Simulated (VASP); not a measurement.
# HfH5 (P4mm) in VASP: a series of runs, part 2 of 2

VASP 6.6.1. Earlier steps stand in the parts before.

## 5. Single point, PBE

Input file INCAR:

```
SYSTEM = HfH5
PREC     = Accurate       ! precision mode
ENCUT    = 520            ! plane-wave cutoff, eV
EDIFF    = 1E-7           ! SCF threshold, eV
ISMEAR   = 0              ! smearing method
SIGMA    = 0.1            ! smearing width, eV
LREAL    = .FALSE.        ! projectors in reciprocal space
LASPH    = .TRUE.         ! aspherical terms in the spheres
NELM     = 60             ! most SCF steps
ALGO     = Normal         ! electronic algorithm
ISIF     = 2              ! what is computed and relaxed
LWAVE    = .FALSE.        ! write WAVECAR
LCHARG   = .FALSE.        ! write CHGCAR
GGA      = PE             ! functional
NBANDS   = 16             ! bands
```

Input file KPOINTS:

```
regular mesh
0
G
  12 12 8
  0 0 0
```

Input file POSCAR:

```
HfH5
1.0
    3.0719454952      0.0000000000      0.0000000000
    0.0000000000      3.0719454952      0.0000000000
    0.0000000000      0.0000000000      5.5297812318
Hf H
1 5
Direct
    0.5000000000      0.5000000000      0.9733534465
    0.0000000000      0.0000000000      0.8615224284
    0.5000000000      0.5000000000      0.4250690553
    0.0000000000      0.5000000000      0.1862988677
    0.5000000000      0.0000000000      0.1862988677
    0.5000000000      0.5000000000      0.5739844446
```

The run is started by

```sh
> cat potpaw_PBE.64/Hf_pv/POTCAR potpaw_PBE.64/H/POTCAR > POTCAR
> mpirun -np 1 vasp_std > vasp.out
```

Run time: 47 s. Hardware: 1 thread of Intel Xeon 6975P-C (Granite Rapids), shared host; peak memory 0.24 GiB.

Results (log left out):

- Free energy: -26.4915 eV
- Pressure: -0.4 GPa
- Largest force: 0.023 eV/Å
- Band gap on the k mesh: zero (an odd number of electrons rules out a gap without spin polarisation)

Forces on the atoms (eV/Å):
```
Hf   0.000  0.000  0.023
H    0.000  0.000  0.005
H    0.000  0.000 -0.005
H    0.000  0.000 -0.014
H    0.000  0.000 -0.014
H    0.000  0.000  0.006
```

Levels at points of the mesh, in eV from the Fermi level:
```
           k point  band 5  band 6  band 7  band 8  band 9  band 10
(0.00, 0.00, 0.00)   -7.11   -4.50   -3.73    1.69    2.80     2.80
(0.50, 0.00, 0.00)   -5.21   -4.89   -4.64    0.11    1.67     2.69
(0.50, 0.50, 0.00)   -6.30   -4.02   -4.02    1.42    1.42     3.32
(0.00, 0.00, 0.50)   -8.40   -3.72   -3.60   -0.15    2.73     2.73
(0.50, 0.00, 0.50)   -5.46   -5.11   -5.07   -0.55    1.68     3.06
(0.50, 0.50, 0.50)   -6.29   -4.09   -4.09    0.17    1.77     1.77
```

Caveat: spin-orbit coupling is left out, which moves the levels of the heavy elements.

## 6. Relaxation of cell and atoms, PBE

Input file INCAR:

```
SYSTEM = HfH5
ALGO = Normal
EDIFF = 1E-6
EDIFFG = -0.01
ENCUT = 600
GGA = PE
IBRION = 2
ISIF = 3
ISMEAR = 0
LASPH = .True.
LCHARG = .False.
LREAL = .False.
LWAVE = .False.
NELM = 80
NSW = 100
PREC = Accurate
SIGMA = 0.1
```

Input file KPOINTS:

```
k-points
0
Gamma
  12 12 8
  0 0 0
```

Input file POSCAR:

```
HfH5
1.0
    3.0737365653      0.0000000000      0.0000000000
    0.0000000000      3.0737365653      0.0000000000
    0.0000000000      0.0000000000      5.5282971473
Hf H
1 5
Direct
    0.5000000000      0.5000000000      0.9708405524
    0.0000000000      0.0000000000      0.8616773160
    0.5000000000      0.5000000000      0.4269987745
    0.0000000000      0.5000000000      0.1855727672
    0.5000000000      0.0000000000      0.1855727672
    0.5000000000      0.5000000000      0.5758649328
```

Potentials or basis: VASP PAW PBE potentials, release 64 (Hf_pv, H).

The run is started by

```sh
> cat potpaw_PBE.64/Hf_pv/POTCAR potpaw_PBE.64/H/POTCAR > POTCAR
> mpirun -np 1 vasp_std > vasp.out
```

Wall time 2.2 min (1 thread of Intel Xeon 6975P-C (Granite Rapids), shared host); peak memory 0.28 GiB.

The run converged. Its results:

```yaml
Free_energy: -26.4941 eV
Relaxed_volume: 8.68 Å³/atom
Relaxed_cell: a = 3.068 Å, b = 3.068 Å, c = 5.536 Å, α = 90.00°, β = 90.00°, γ = 90.00°
Space_group_after_relaxing_to_0.1_Å: P4mm (No. 99)
Energy_gained_by_relaxing: 0.2 meV/atom
Ionic_steps: 7
Pressure_after_relaxing: 0.0 GPa
Largest_force_after_relaxing: 0.008 eV/Å
Band_gap_on_the_k_mesh: zero (an odd number of electrons rules out a gap without spin polarisation)
```

Forces on the atoms (eV/Å):
```
Hf   0.000  0.000 -0.008
H    0.000  0.000  0.007
H    0.000  0.000 -0.003
H    0.000  0.000  0.005
H    0.000  0.000  0.005
H    0.000  0.000 -0.006
```

Stress tensor (GPa, compression positive):
```
 0.01  0.00  0.00
 0.00  0.01  0.00
 0.00  0.00 -0.08
```

Step by step:
```csv
step,energy change (eV),largest force (eV/Å),pressure (GPa),volume (Å³)
1,0.0000,0.1415,-0.48,52.23
2,-0.0011,0.0513,0.05,52.03
3,-0.0011,0.0564,0.10,52.01
4,-0.0013,0.0505,0.05,52.02
5,-0.0013,0.0529,0.04,52.02
6,-0.0014,0.0316,0.01,52.05
7,-0.0015,0.0084,-0.02,52.09
```

Final structure:
```yaml
crystal:
  lattice:
    - [3.06750, 0.00000, 0.00000]
    - [0.00000, 3.06750, 0.00000]
    - [0.00000, 0.00000, 5.53597]
  atoms:
    - { symbol: Hf, position: [0.50000, 0.50000, 0.97330] }
    - { symbol: H, position: [0.00000, 0.00000, 0.86130] }
    - { symbol: H, position: [0.50000, 0.50000, 0.42578] }
    - { symbol: H, position: [0.00000, 0.50000, 0.18589] }
    - { symbol: H, position: [0.50000, 0.00000, 0.18589] }
    - { symbol: H, position: [0.50000, 0.50000, 0.57438] }
```

Levels at points of the mesh, in eV from the Fermi level:
| k point | band 3 | band 4 | band 5 | band 6 | band 7 | band 8 | band 9 | band 10 | band 11 |
| --- | --- | --- | --- | --- | --- | --- | --- | --- | --- |
| (0.00, 0.00, 0.00) | -30.98 | -10.07 | -7.13 | -4.52 | -3.73 | 1.67 | 2.81 | 2.81 | 4.74 |
| (0.50, 0.00, 0.00) | -30.93 | -7.94 | -5.21 | -4.91 | -4.66 | 0.11 | 1.68 | 2.68 | 3.46 |
| (0.50, 0.50, 0.00) | -31.12 | -6.85 | -6.32 | -4.02 | -4.02 | 1.43 | 1.43 | 3.31 | 3.85 |
| (0.00, 0.00, 0.50) | -30.98 | -9.31 | -8.41 | -3.72 | -3.62 | -0.16 | 2.75 | 2.75 | 4.62 |
| (0.50, 0.00, 0.50) | -30.93 | -7.34 | -5.47 | -5.13 | -5.07 | -0.55 | 1.68 | 3.06 | 3.36 |
| (0.50, 0.50, 0.50) | -31.12 | -6.52 | -6.31 | -4.10 | -4.10 | 0.19 | 1.78 | 1.78 | 3.43 |

Caveat: spin-orbit coupling is left out, which moves the levels of the heavy elements.

## 7. Summary

| task | cell | k mesh | cutoff (eV) | gap on the mesh (eV) | pressure (GPa) | relaxed volume (Å³/atom) | largest force (eV/Å) |
| --- | --- | --- | --- | --- | --- | --- | --- |
| single point | a = 3.074, b = 3.074, c = 5.528 Å, 6 atoms, atomic positions A | 6 × 6 × 4 | 520 | none | -0.5 | - | 0.04 |
| single point | a = 3.242, b = 3.242, c = 6.612 Å, 6 atoms, atomic positions B | 6 × 6 × 4 | 520 | none | -15.1 | - | 3.01 |
| relaxation of cell and atoms | relaxed from a = 3.242, b = 3.242, c = 6.612 Å, 6 atoms, atomic positions B | 6 × 6 × 4 | 600 | none | -0.3 | 8.61 | 0.03 |
| single point | a = 3.072, b = 3.072, c = 5.530 Å, 6 atoms, atomic positions C | 12 × 12 × 8 | 520 | none | -0.4 | - | 0.02 |
| relaxation of cell and atoms | relaxed from a = 3.074, b = 3.074, c = 5.528 Å, 6 atoms, atomic positions A | 12 × 12 × 8 | 600 | none | 0.0 | 8.68 | 0.01 |

Alike in all rows: level PBE; potentials or basis VASP PAW PBE potentials, release 64 (Hf_pv, H); no spin polarisation; smearing gaussian 0.1 eV.

Caveats: spin-orbit coupling is left out, which moves the levels of the heavy elements; the cell stands under tension (at least some runs); forces of over 1 eV/Å act on the atoms, so gaps and moduli don't describe the material at rest (at least some runs); the volume moved by over 15 % at a fixed basis, so the end points are rough (at least some runs).

Absolute energies hang on the potentials; compare differences alone.
